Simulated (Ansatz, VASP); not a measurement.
## One calculation of C, two programs

File INCAR:

```
PREC = Accurate
ENCUT = 520
EDIFF = 1E-6
ISMEAR = 0
SIGMA = 0.15
LREAL = F
LASPH = T
NELM = 100
ALGO = Normal
ISIF = 2
LWAVE = F
LCHARG = F
GGA = PE
NBANDS = 16
```

The input KPOINTS:

```
regular mesh
0
Gamma
  18 18 6
```

The input POSCAR:

```
C
1.0
    1.2332770792     -2.1360444277      0.0000000000
    1.2332770792      2.1360444277      0.0000000000
    0.0000000000      0.0000000000      8.7070252276
C
4
Direct
    0.1832841587      0.8167158413      0.7895379613
    0.4833819495      0.5166180505      0.2104615069
    0.8167158413      0.1832841587      0.2104620387
    0.5166180505      0.4833819495      0.7895384931
```

Input for Ansatz:

```yaml
crystal:
  lattice:
    - [1.2332770792, -2.1360444277, 0.0]
    - [1.2332770792, 2.1360444277, 0.0]
    - [0.0, 0.0, 8.7070252276]
  atoms:
    - { symbol: C, position: [0.1832841587, 0.8167158413, 0.7895379613] }
    - { symbol: C, position: [0.4833819495, 0.5166180505, 0.2104615069] }
    - { symbol: C, position: [0.8167158413, 0.1832841587, 0.2104620387] }
    - { symbol: C, position: [0.5166180505, 0.4833819495, 0.7895384931] }
basis:
  ecutwfc: 520.0
kpoints:
  mp_grid: { grid: [18, 18, 6] }
hamiltonian:
  xc: pbe
  pseudopotentials: { kind: paw, azcp: { folder: soft_1 } }
scf:
  occupations: { method: gaussian, width: 0.15 }
output:
  forces: true
  stress: true
  eigenvalues: true
```

Change from the starting cell: mode 1 frozen in at -0.427 Å and mode 6 at +0.342 Å (largest displacements).

Alike in both runs: task single point; functional PBE; k mesh 18 × 18 × 6; occupations gaussian, width 0.15 eV; no spin polarisation.

```csv
,VASP,Ansatz
version,VASP 6.6.1,Ansatz 0.2.0
potentials or method,"VASP PAW PBE potentials, release 64 (C), cutoff 520 eV","scalar-relativistic, plane waves, PAW"
valence electrons in the cell,16,16
```

VASP gave:

| Property | Result |
| --- | --- |
| gap on the k mesh at the Fermi level (eV) | 0.05 |
| least direct gap on the mesh (eV) | 0.05 |
| pressure (GPa) | 0.4 |
| traceless stress, the component that is largest in VASP (GPa) | -0.09 |
| rms of the force components (eV/Å) | 0.011 |

**Question.** What did Ansatz give for the same quantities?

**Answer.** gap on the k mesh at the Fermi level (eV): 0.05; least direct gap on the mesh (eV): 0.05; pressure (GPa): 0.1; traceless stress, the component that is largest in VASP (GPa): 0.32; rms of the force components (eV/Å): 0.011.

Atom by atom the forces differ by 0.000 eV/Å (rms over components).
